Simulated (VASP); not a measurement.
The system is W.

```
CELL_PARAMETERS angstrom
0.00000 2.03000 2.03000
2.03000 0.00000 2.03000
2.03000 2.03000 0.00000
ATOMIC_POSITIONS crystal
W 0.00000 0.00000 0.00000
```

| Quantity | Value |
| --- | --- |
| Program | VASP 6.6.1 |
| Task | relaxation of volume and atoms at fixed shape |
| Functional | PBEsol |
| Dispersion | D3(BJ) |
| Potentials or basis | VASP PAW PBE potentials, release 64 (W_sv) |
| Cutoff | 600 eV |
| k mesh | 11 × 11 × 11 |
| Occupations | gaussian, width 0.05 eV |
| Spin | no spin polarisation |

At the start: pressure -19.1 GPa; volume 16.73 Å³/atom.

**Question.** Where does the relaxation end?

**Answer.** Over 5 steps the energy falls by 68.1 meV/atom and the volume is 15.66 Å³/atom (-6.4 %); space group Fm-3m (No. 225, to 0.05 Å).

Step by step:
```tsv
step	energy change (eV)	largest force (eV/Å)	pressure (GPa)	volume (Å³)
1	0.0000	0.0000	-19.15	16.73
2	0.9751	0.0000	119.83	12.34
3	-0.0670	0.0000	-2.67	15.79
4	-0.0680	0.0000	-0.53	15.68
5	-0.0681	0.0000	0.00	15.66
```

Final structure:
```
W
1.0
     0.00000    1.98562    1.98562
     1.98562    0.00000    1.98562
     1.98562    1.98562    0.00000
W
1
Direct
  0.00000 0.00000 0.00000
```

Caveat: the PAW data sets were made with another functional, which shifts forces and pressure a little; pairwise dispersion overbinds metals, which lowers pressure and volume.
